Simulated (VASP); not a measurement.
# GaN (P1) in VASP: a series of runs

GaN is run at these levels: PBE; tasks: single point.

Everything below comes from runs of VASP 6.6.1. Logs are shortened: lines on timing, memory, paths and dates and some standing lists are left out, and cuts for length are marked.

### 1 The cell of the first run

The typed cell holds 4 atoms: a = 3.180 Å, b = 3.180 Å, c = 5.166 Å, α = 90.00°, β = 90.00°, γ = 120.00°.

### 2 Single point, PBE (all N atoms moved +0.125 Å, as atom 3 along Cartesian [1 -1 0])

File INCAR:

```
SYSTEM = GaN
PREC = Accurate
ENCUT = 520
EDIFF = 1E-6
ISMEAR = 0
SIGMA = 0.05
LREAL = .FALSE.
LASPH = .TRUE.
NELM = 60
ALGO = Normal
ISIF = 2
LWAVE = .FALSE.
LCHARG = .FALSE.
GGA = PE
NBANDS = 26
```

File KPOINTS:

```
regular mesh
0
G
  12 12 6
  0 0 0
```

File POSCAR:

```
GaN
1.0
    3.1799996605      0.0000000000      0.0000000000
   -1.5899998303      2.7539604900      0.0000000000
    0.0000000000      0.0000000000      5.1660000000
Ga N
2 2
Direct
    0.3333333333      0.6666666667      0.0000000000
    0.6666666667      0.3333333333      0.5000000000
    0.3450809168      0.6345716719      0.3750000000
    0.6784142501      0.3012383385      0.8750000000
```

Potentials or basis: VASP PAW PBE potentials, release 64 (Ga_d, N).

On the command line:

```sh
cat potpaw_PBE.64/Ga_d/POTCAR potpaw_PBE.64/N/POTCAR > POTCAR
mpirun -np 1 vasp_std > vasp.out
```

OUTCAR:

```text
SYSTEM = GaN
   PREC = Accurate
   ENCUT = 520
   EDIFF = 1E-6
   ISMEAR = 0
   LREAL = .FALSE.
   LASPH = .TRUE.
   NELM = 60
   ISIF = 2
   GGA = PE

 ion  position               nearest neighbor table
   1  0.333  0.667  0.000-   4 1.87   4 1.92   3 1.94   4 2.06
   2  0.667  0.333  0.500-   3 1.83   4 1.94   3 1.98   3 2.03
   3  0.345  0.635  0.375-   2 1.83   1 1.94   2 1.98   2 2.03
   4  0.678  0.301  0.875-   1 1.87   1 1.92   2 1.94   1 2.06

  LATTYP: Found a hexagonal cell.
 ALAT       =     3.1799996605
 C/A-ratio  =     1.6245284753

  Lattice vectors:

 A1 = (   3.1799996605,   0.0000000000,   0.0000000000)
 A2 = (  -1.5899998303,   2.7539604900,   0.0000000000)
 A3 = (   0.0000000000,   0.0000000000,   5.1660000000)

Analysis of symmetry for initial positions (statically):
=====================================================================
 Subroutine PRICEL returns:
 Original cell was already a primitive cell.

 Routine SETGRP: Setting up the symmetry group for a
 hexagonal supercell.

 Subroutine GETGRP returns: Found  1 space group operations
 (whereof  1 operations were pure point group operations)
 out of a pool of 24 trial point group operations.

The static configuration has the point symmetry C_1 .

Analysis of symmetry for dynamics (positions and initial velocities):
=====================================================================
 Subroutine PRICEL returns:
 Original cell was already a primitive cell.

 Routine SETGRP: Setting up the symmetry group for a
 hexagonal supercell.

 Subroutine GETGRP returns: Found  1 space group operations
 (whereof  1 operations were pure point group operations)
 out of a pool of 24 trial point group operations.

The dynamic configuration has the point symmetry C_1 .

 Subroutine INISYM returns: Found  1 space group operations
 (whereof  1 operations are pure point group operations),
 and found     1 'primitive' translations

----------------------------------------------------------------------------------------

                                     Primitive cell

  volume of cell :      45.2417

  direct lattice vectors                    reciprocal lattice vectors
     3.179999661  0.000000000  0.000000000     0.314465442  0.181556708  0.000000000
    -1.589999830  2.753960490  0.000000000     0.000000000  0.363113416  0.000000000
     0.000000000  0.000000000  5.166000000     0.000000000  0.000000000  0.193573364

  length of vectors
     3.179999661  3.179999661  5.166000000     0.363113416  0.363113416  0.193573364

  position of ions in fractional coordinates (direct lattice)
     0.333333333  0.666666667  0.000000000
     0.666666667  0.333333333  0.500000000
     0.345080917  0.634571672  0.375000000
     0.678414250  0.301238338  0.875000000

  ion indices of the primitive-cell ions
   primitive index   ion index
                 1           1
                 2           2
                 3           3
                 4           4

----------------------------------------------------------------------------------------

 KPOINTS: regular mesh

Automatic generation of k-mesh.
 Grid dimensions read from file:
 generate k-points for:   12   12    6

 Generating k-lattice:

  Cartesian coordinates                     Fractional coordinates (reciprocal lattice)
     0.026205454  0.015129726  0.000000000     0.083333333  0.000000000  0.000000000
     0.000000000  0.030259451  0.000000000     0.000000000  0.083333333  0.000000000
     0.000000000  0.000000000  0.032262227     0.000000000  0.000000000  0.166666667

  Length of vectors
     0.030259451  0.030259451  0.032262227

  Shift w.r.t. Gamma in fractional coordinates (k-lattice)
     0.000000000  0.000000000  0.000000000

 Subroutine IBZKPT returns following result:
 ===========================================

 Found    436 irreducible k-points:

 Following reciprocal coordinates:
            Coordinates               Weight
  0.000000  0.000000  0.000000      1.000000
  0.083333  0.000000  0.000000      2.000000
  0.000000  0.083333  0.000000      2.000000
 -0.083333  0.083333  0.000000      2.000000
  0.166667  0.000000  0.000000      2.000000
  0.000000  0.166667  0.000000      2.000000
[... 16 lines left out ...]
  0.166667  0.083333  0.000000      2.000000
 -0.083333  0.250000  0.000000      2.000000
 [... further k-points ...]
   k-points           NKPTS =    436   k-points in BZ     NKDIM =    436   number of bands    NBANDS=     26
   number of dos      NEDOS =    301   number of ions     NIONS =      4
   total plane-waves  NPLWV =  23040
   dimension x,y,z NGX =    24 NGY =   24 NGZ =   40
   dimension x,y,z NGXF=    48 NGYF=   48 NGZF=   80
   ions per type =               2   2
   NGX,Y,Z   is equivalent  to a cutoff of  12.55, 12.55, 12.87 a.u.
   NGXF,Y,Z  is equivalent  to a cutoff of  25.09, 25.09, 25.74 a.u.
 SYSTEM =  GaN
   PREC   = accura    normal or accurate (medium, high low for compatibility)
   ISTART =      0    job   : 0-new  1-cont  2-samecut
   ICHARG =      2    charge: 1-file 2-atom 10-const
   ISPIN  =      1    spin polarized calculation?
   LNONCOLLINEAR =      F non collinear calculations
   LSORBIT =      F    spin-orbit coupling
   LASPH  =      T    aspherical Exc in radial PAW
   ENCUT  =  520.0 eV  38.22 Ry    6.18 a.u.   5.91  5.91  9.61*2*pi/ulx,y,z
   NELM   =     60;   NELMIN=  2; NELMDL= -5     # of ELM steps
   EDIFF  = 0.1E-05   stopping-criterion for ELM
   LREAL  =      F    real-space projection
   EDIFFG = 0.1E-04   stopping-criterion for IOM
   NSW    =      0    number of steps for IOM
   IBRION =     -1    ionic relax: 0-MD 1-quasi-New 2-CG
   NFREE  =      0    steps in history (QN), initial steepest desc. (CG)
   ISIF   =      2    stress and relaxation
   ISYM   =      2    0-nonsym 1-usesym 2-fastsym
   POTIM  = 0.5000    time-step for ionic-motion
   TEBEG  =    0.0;   TEEND  =   0.0 temperature during run
   PSTRESS=    0.0 pullay stress
   NELECT =      36.0000    total number of electrons
   NUPDOWN=      -1.0000    fix difference up-down
   EMIN   =  10.00;   EMAX   =-10.00  energy-range for DOS
   EFERMI =   0.00;   METHOD = LEGACY
   ISMEAR =     0;   SIGMA  =   0.05  broadening in eV -4-tet -1-fermi 0-gaus
   EFERMI_NEDOS =   21; number of points for ismear=-14 and -15
   IALGO  =     38    algorithm
   IMIX   =      4    mixing-type and parameters
     AMIX     =   0.40;   BMIX     =  1.00
     AMIX_MAG =   1.60;   BMIX_MAG =  1.00
  volume/ion in A,a.u.               =      11.31        76.33
  Fermi-wavevector in a.u.,A,eV,Ry     =   1.517036  2.866783 31.312431  2.301399
  Thomas-Fermi vector in A             =   2.626346
   LORBIT       =      0    0 simple, 1 ext, 2 COOP (PROOUT), +10 PAW based schemes
   GGA     = PE    functional components
   LHFCALC =     F    Hartree Fock is set to
   AEXX    =    0.0000 exact exchange contribution
   IVDW    =     0    specifies the selected vdW correction
   LEPSILON=     F    determine dielectric tensor
   LRPA    =     F    only Hartree local field effects (RPA)
 non-spin polarized calculation
 Gauss-broadening in eV      SIGMA  =   0.05
  energy-cutoff  :      520.00
  volume of cell :       45.24
 maximum number of plane-waves:      1236
   NGX = 11   NGY = 11   NGZ = 19

 number of electron      35.9999998 magnetization

 Free energy of the ion-electron system (eV)
  ---------------------------------------------------
  ext. energy  EPLUGINS =         0.00000000
  ---------------------------------------------------
  free energy    TOTEN  =       -24.08484628 eV

  energy without entropy =      -24.08484628  energy(sigma->0) =      -24.08484628

 E-fermi :   5.7567     XC(G=0): -11.7221

 val. band max:        5.5610955575   @ k =   0.0000   0.0000   0.0000
 cond. band min:       7.4056249497   @ k =   0.0000   0.0000   0.0000
 fundamental gap:      1.8445293922
 Fermi energy:         5.7566570444

 k-point     1 :       0.0000    0.0000    0.0000
  band No.  band energies     occupation
      1     -10.6911      2.00000
      2      -9.7273      2.00000
      3      -8.0602      2.00000
      4      -8.0353      2.00000
      5      -8.0012      2.00000
      6      -7.9685      2.00000
[... 18 lines left out ...]
     25      17.3504      0.00000
     26      17.4188      0.00000

 k-point     2 :       0.0833    0.0000    0.0000
  band No.  band energies     occupation
      1     -10.6220      2.00000
      2      -9.7081      2.00000
      3      -8.0615      2.00000
      4      -8.0204      2.00000
      5      -7.9800      2.00000
      6      -7.9521      2.00000
[... 18 lines left out ...]
     25      16.9596      0.00000
     26      17.5725      0.00000

 k-point     3 :       0.0000    0.0833    0.0000
  band No.  band energies     occupation
      1     -10.6223      2.00000
      2      -9.7088      2.00000
      3      -8.0567      2.00000
      4      -8.0225      2.00000
      5      -7.9823      2.00000
      6      -7.9594      2.00000
[... 18 lines left out ...]
     25      16.9833      0.00000
     26      17.5410      0.00000

 k-point     4 :      -0.0833    0.0833    0.0000
  band No.  band energies     occupation
      1     -10.6225      2.00000
      2      -9.7097      2.00000
      3      -8.0502      2.00000
      4      -8.0251      2.00000
      5      -7.9903      2.00000
      6      -7.9539      2.00000
[... 18 lines left out ...]
     25      17.0264      0.00000
     26      17.4962      0.00000
[... 496 lines left out ...]
      1     -10.4936      2.00000
      2      -9.6770      2.00000
      3      -8.0437      2.00000
      4      -8.0027      2.00000
      5      -7.9640      2.00000
      6      -7.9278      2.00000
[... 18 lines left out ...]
     25      16.6058      0.00000
     26      17.7392      0.00000

 k-point    23 :       0.1667    0.0833    0.0000
  band No.  band energies     occupation
      1     -10.2716      2.00000
      2      -9.6242      2.00000
      3      -8.0324      2.00000
      4      -7.9762      2.00000
      5      -7.9183      2.00000
      6      -7.8930      2.00000
[... 18 lines left out ...]
     25      16.6733      0.00000
     26      18.1025      0.00000

 k-point    24 :      -0.0833    0.2500    0.0000
  band No.  band energies     occupation
      1     -10.2744      2.00000
      2      -9.6327      2.00000
      3      -8.0077      2.00000
      4      -7.9812      2.00000
      5      -7.9226      2.00000
      6      -7.9074      2.00000
[... 18 lines left out ...]
     25      16.5501      0.00000
     26      18.2328      0.00000

 [... further k-points ...]

------------------------ aborting loop because EDIFF is reached ----------------------------------------

  FORCE on cell =-STRESS in cart. coord.  units (eV):
  Direction    XX          YY          ZZ          XY          YZ          ZX
  --------------------------------------------------------------------------------------
  -------------------------------------------------------------------------------------
  Total        2.5200934      2.5037118      2.5408403     -0.2966186     -1.0552381      1.0559532
  in kB       89.2458508     88.6657184     89.9805769    -10.5043641    -37.3698929     37.3952167
  external PRESSURE =      89.2973820 kB  Pullay stress =       0.0000000 kB

 VOLUME and BASIS-vectors are now :
 -----------------------------------------------------------------------------
  energy-cutoff  :      520.00
  volume of cell :       45.24
      direct lattice vectors                 reciprocal lattice vectors
     3.179999661  0.000000000  0.000000000     0.314465442  0.181556708  0.000000000
    -1.589999830  2.753960490  0.000000000     0.000000000  0.363113416  0.000000000
     0.000000000  0.000000000  5.166000000     0.000000000  0.000000000  0.193573364

 POSITION                                       TOTAL-FORCE (eV/Angst)
 -----------------------------------------------------------------------------------
     -0.00000      1.83597      0.00000         0.805218     -1.145657      0.092103
      1.59000      0.91799      2.58300         1.489274     -1.147787      0.139036
      0.08839      1.74759      1.93725        -1.508496      1.147728     -0.138759
      1.67839      0.82960      4.52025        -0.785996      1.145716     -0.092380
 -----------------------------------------------------------------------------------
    total drift:                               -0.000084      0.000099     -0.000327

  FREE ENERGIE OF THE ION-ELECTRON SYSTEM (eV)
  ---------------------------------------------------
  free  energy   TOTEN  =       -24.0848462807 eV

  energy  without entropy=      -24.0848462807  energy(sigma->0) =      -24.08484628
```

Wall time 2.5 min (1 thread of Intel Xeon 6975P-C (Granite Rapids), shared host); peak memory 0.49 GiB.

What came out:

* Free energy: -24.0848 eV
* Pressure: 8.9 GPa
* Largest force: 1.901 eV/Å
* Band gap on the k mesh: 1.84 eV

Forces on the atoms (eV/Å):
```
Ga   0.805 -1.146  0.092
Ga   1.489 -1.148  0.139
N   -1.508  1.148 -0.139
N   -0.786  1.146 -0.092
```

Caveat: the cell differs from its parent crystal (all N atoms moved +0.125 Å, as atom 3 along Cartesian [1 -1 0]); the cell stands under pressure; forces of over 1 eV/Å act on the atoms, so gaps and moduli don't describe the material at rest.

[end of part 1 of 2]
